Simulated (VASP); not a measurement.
# BN (Pm) in VASP: single point with PBE

Aim: the single point of BN with PBE.

Everything below comes from runs of VASP 6.6.1. Logs are shortened: lines on timing, memory, paths and dates and some standing lists are left out, and cuts for length are marked.

## (1) The cell of the first run

The structure is monoclinic, space group Pm (No. 6). The conventional cell has a = 2.504 Å, b = 6.661 Å, c = 2.504 Å, α = 90.00°, β = 120.00°, γ = 90.00°. Within 1.7 Å of B (site symmetry m) lie 3 N at 1.30 to 1.65 Å. Within 1.9 Å of B (site symmetry m) lie 3 N at 1.45 Å. N (site symmetry m) has 3 B at 1.45 Å within 1.9 Å. Within 1.7 Å of N (site symmetry m) lie 3 B at 1.30 to 1.65 Å.

## (2) Single point, PBE (atom 1 (B) moved by (-0.150, +0.150) A along x and y)

Input file INCAR:

```
SYSTEM = BN
PREC = Accurate
ENCUT = 520
EDIFF = 1E-6
ISMEAR = 0
SIGMA = 0.05
LREAL = .FALSE.
LASPH = .TRUE.
NELM = 80
ALGO = Normal
ISIF = 2
LWAVE = .FALSE.
LCHARG = .FALSE.
GGA = PE
NBANDS = 16
```

Input file KPOINTS:

```
Automatic mesh
0
G
  12 12 4
  0 0 0
```

Input file POSCAR:

```
BN
1.0
    2.5039917043      0.0000000000      0.0000000000
   -1.2519958522      2.1685204268      0.0000000000
    0.0000000000      0.0000000000      6.6612000000
B N
2 2
Direct
    0.3080147752      0.7358382540      0.2500000000
    0.6666666667      0.3333333333      0.7500000000
    0.3333333333      0.6666666667      0.7500000000
    0.6666666667      0.3333333333      0.2500000000
```

Potentials or basis: VASP PAW PBE potentials, release 64 (B, N).

The run is started by

```bash
cat potpaw_PBE.64/B/POTCAR potpaw_PBE.64/N/POTCAR > POTCAR
mpirun -np 1 vasp_std > vasp.out
```

OUTCAR:

```text
SYSTEM = BN
   PREC = Accurate
   ENCUT = 520
   EDIFF = 1E-6
   ISMEAR = 0
   LREAL = .FALSE.
   LASPH = .TRUE.
   NELM = 80
   ISIF = 2
   GGA = PE

 ion  position               nearest neighbor table
   1  0.308  0.736  0.250-   4 1.30   4 1.41   4 1.65
   2  0.667  0.333  0.750-   3 1.45   3 1.45   3 1.45
   3  0.333  0.667  0.750-   2 1.45   2 1.45   2 1.45
   4  0.667  0.333  0.250-   1 1.30   1 1.41   1 1.65

  LATTYP: Found a hexagonal cell.
 ALAT       =     2.5039917043
 C/A-ratio  =     2.6602324555

  Lattice vectors:

 A1 = (   2.5039917043,   0.0000000000,   0.0000000000)
 A2 = (  -1.2519958522,   2.1685204268,   0.0000000000)
 A3 = (   0.0000000000,   0.0000000000,   6.6612000000)

Analysis of symmetry for initial positions (statically):
=====================================================================
 Subroutine PRICEL returns:
 Original cell was already a primitive cell.

 Routine SETGRP: Setting up the symmetry group for a
 hexagonal supercell.

 Subroutine GETGRP returns: Found  2 space group operations
 (whereof  1 operations were pure point group operations)
 out of a pool of 24 trial point group operations.

The static configuration has the point symmetry C_1 .
 The point group associated with its full space group is C_1h.

Analysis of symmetry for dynamics (positions and initial velocities):
=====================================================================
 Subroutine PRICEL returns:
 Original cell was already a primitive cell.

 Routine SETGRP: Setting up the symmetry group for a
 hexagonal supercell.

 Subroutine GETGRP returns: Found  2 space group operations
 (whereof  1 operations were pure point group operations)
 out of a pool of 24 trial point group operations.

The dynamic configuration has the point symmetry C_1 .
 The point group associated with its full space group is C_1h.

 Subroutine INISYM returns: Found  2 space group operations
 (whereof  1 operations are pure point group operations),
 and found     1 'primitive' translations

----------------------------------------------------------------------------------------

                                     Primitive cell

  volume of cell :      36.1700

  direct lattice vectors                    reciprocal lattice vectors
     2.503991704  0.000000000  0.000000000     0.399362345  0.230571958  0.000000000
    -1.251995852  2.168520427  0.000000000     0.000000000  0.461143915  0.000000000
     0.000000000  0.000000000  6.661200000     0.000000000  0.000000000  0.150123101

[... 90 lines left out ...]
   NSW    =      0    number of steps for IOM
   IBRION =     -1    ionic relax: 0-MD 1-quasi-New 2-CG
   NFREE  =      0    steps in history (QN), initial steepest desc. (CG)
   ISIF   =      2    stress and relaxation
   ISYM   =      2    0-nonsym 1-usesym 2-fastsym
   POTIM  = 0.5000    time-step for ionic-motion
   TEBEG  =    0.0;   TEEND  =   0.0 temperature during run
   PSTRESS=    0.0 pullay stress
   NELECT =      16.0000    total number of electrons
   NUPDOWN=      -1.0000    fix difference up-down
   EMIN   =  10.00;   EMAX   =-10.00  energy-range for DOS
   EFERMI =   0.00;   METHOD = LEGACY
   ISMEAR =     0;   SIGMA  =   0.05  broadening in eV -4-tet -1-fermi 0-gaus
   EFERMI_NEDOS =   21; number of points for ismear=-14 and -15
   IALGO  =     38    algorithm
   IMIX   =      4    mixing-type and parameters
     AMIX     =   0.40;   BMIX     =  1.00
     AMIX_MAG =   1.60;   BMIX_MAG =  1.00
  volume/ion in A,a.u.               =       9.04        61.02
  Fermi-wavevector in a.u.,A,eV,Ry     =   1.247379  2.357205 21.170055  1.555955
  Thomas-Fermi vector in A             =   2.381514
   LORBIT       =      0    0 simple, 1 ext, 2 COOP (PROOUT), +10 PAW based schemes
   GGA     = PE    functional components
   LHFCALC =     F    Hartree Fock is set to
   AEXX    =    0.0000 exact exchange contribution
   IVDW    =     0    specifies the selected vdW correction
   LEPSILON=     F    determine dielectric tensor
   LRPA    =     F    only Hartree local field effects (RPA)
 non-spin polarized calculation
 Gauss-broadening in eV      SIGMA  =   0.05
  energy-cutoff  :      520.00
  volume of cell :       36.17
 maximum number of plane-waves:       992
   NGX =  9   NGY =  9   NGZ = 25

 number of electron      15.9999998 magnetization

 Free energy of the ion-electron system (eV)
  ---------------------------------------------------
  ext. energy  EPLUGINS =         0.00000000
  ---------------------------------------------------
  free energy    TOTEN  =       -34.36322713 eV

  energy without entropy =      -34.36322713  energy(sigma->0) =      -34.36322713

 E-fermi :   3.5431     XC(G=0): -10.0386

 val. band max:        3.2789720809   @ k =   0.0000   0.0000   0.5000
 cond. band min:       6.0294436140   @ k =   0.0000   0.5000   0.0000
 fundamental gap:      2.7504715332
 Fermi energy:         3.5431219120

 k-point     1 :       0.0000    0.0000    0.0000
  band No.  band energies     occupation
      1     -15.5701      2.00000
      2     -15.2837      2.00000
      3      -4.0004      2.00000
      4      -1.9254      2.00000
      5      -1.4438      2.00000
      6       0.9043      2.00000
[... 433 lines left out ...]
      3      -3.2071      2.00000
      4      -2.7222      2.00000
      5      -2.0630      2.00000
      6      -0.7935      2.00000
[... 8 lines left out ...]
     15      17.0468      0.00000
     16      17.5208      0.00000

 [... further k-points ...]

------------------------ aborting loop because EDIFF is reached ----------------------------------------

  FORCE on cell =-STRESS in cart. coord.  units (eV):
  Direction    XX          YY          ZZ          XY          YZ          ZX
  --------------------------------------------------------------------------------------
  -------------------------------------------------------------------------------------
  Total        1.0747124      5.4655872      0.5972579      1.4614225      0.0000000      0.0000000
  in kB       47.6051512    242.1020858     26.4559656     64.7347541      0.0000000      0.0000000
  external PRESSURE =     105.3877342 kB  Pullay stress =       0.0000000 kB

 VOLUME and BASIS-vectors are now :
 -----------------------------------------------------------------------------
  energy-cutoff  :      520.00
  volume of cell :       36.17
      direct lattice vectors                 reciprocal lattice vectors
     2.503991704  0.000000000  0.000000000     0.399362345  0.230571958  0.000000000
    -1.251995852  2.168520427  0.000000000     0.000000000  0.461143915  0.000000000
     0.000000000  0.000000000  6.661200000     0.000000000  0.000000000  0.150123101

 POSITION                                       TOTAL-FORCE (eV/Angst)
 -----------------------------------------------------------------------------------
     -0.15000      1.59568      1.66530         3.264379     -6.339883      0.000000
      1.25200      0.72284      4.99590         0.000615     -0.000569      0.000000
     -0.00000      1.44568      4.99590        -0.006112      0.001911      0.000000
      1.25200      0.72284      1.66530        -3.258881      6.338541      0.000000
 -----------------------------------------------------------------------------------
    total drift:                               -0.000031      0.000211     -0.000000

  FREE ENERGIE OF THE ION-ELECTRON SYSTEM (eV)
  ---------------------------------------------------
  free  energy   TOTEN  =       -34.3632271278 eV

  energy  without entropy=      -34.3632271278  energy(sigma->0) =      -34.36322713
```

OSZICAR:

```text
N       E                     dE             d eps       ncg     rms          rms(c)
DAV:   1     0.497335358888E+02    0.49734E+02   -0.79936E+03  7144   0.921E+02
DAV:   2    -0.349791879796E+02   -0.84713E+02   -0.77460E+02  9888   0.223E+02
DAV:   3    -0.381991523116E+02   -0.32200E+01   -0.32089E+01  8952   0.436E+01
DAV:   4    -0.382195743686E+02   -0.20422E-01   -0.20419E-01  9208   0.383E+00
DAV:   5    -0.382197643273E+02   -0.18996E-03   -0.18996E-03  9056   0.353E-01    0.117E+01
DAV:   6    -0.347439793603E+02    0.34758E+01   -0.55796E+00  9360   0.183E+01    0.522E+00
DAV:   7    -0.344436057545E+02    0.30037E+00   -0.63024E-01  9784   0.586E+00    0.324E+00
DAV:   8    -0.343657107419E+02    0.77895E-01   -0.22599E-01  9440   0.330E+00    0.448E-01
DAV:   9    -0.343622272001E+02    0.34835E-02   -0.15128E-02  8128   0.103E+00    0.213E-01
DAV:  10    -0.343630759606E+02   -0.84876E-03   -0.13121E-03  8288   0.287E-01    0.466E-02
DAV:  11    -0.343631978770E+02   -0.12192E-03   -0.12839E-04  8776   0.926E-02    0.309E-02
DAV:  12    -0.343632246006E+02   -0.26724E-04   -0.32612E-05  7920   0.424E-02    0.505E-03
DAV:  13    -0.343632269505E+02   -0.23500E-05   -0.22049E-06  9136   0.116E-02    0.132E-03
DAV:  14    -0.343632271278E+02   -0.17728E-06   -0.23053E-07  6384   0.344E-03
   1 F= -.34363227E+02 E0= -.34363227E+02  d E =-.110476E-15
```

Wall time 1.8 min (1 thread of Intel Xeon Platinum 8488C (Sapphire Rapids), shared host); peak memory 0.22 GiB.

Results:

| Quantity | Value |
| --- | --- |
| Free energy | -34.3632 eV |
| Pressure | 10.5 GPa |
| Largest force | 7.131 eV/Å |
| Band gap on the k mesh | 2.75 eV, indirect (least direct gap 4.09 eV) |

Forces in eV/Å, atoms in the order of the input:
```
B    3.264 -6.340  0.000
B    0.001 -0.001  0.000
N   -0.006  0.002  0.000
N   -3.259  6.339  0.000
```

Stress tensor (GPa, compression positive):
```
 4.76  6.47  0.00
 6.47 24.21  0.00
 0.00  0.00  2.65
```

Caveat: the cell differs from its parent crystal (atom 1 (B) moved by (-0.150, +0.150) A along x and y); this functional lacks dispersion, which binds the layers, so the pressure and a relaxed spacing across them are unreliable; forces of over 1 eV/Å act on the atoms, so gaps and moduli don't describe the material at rest.
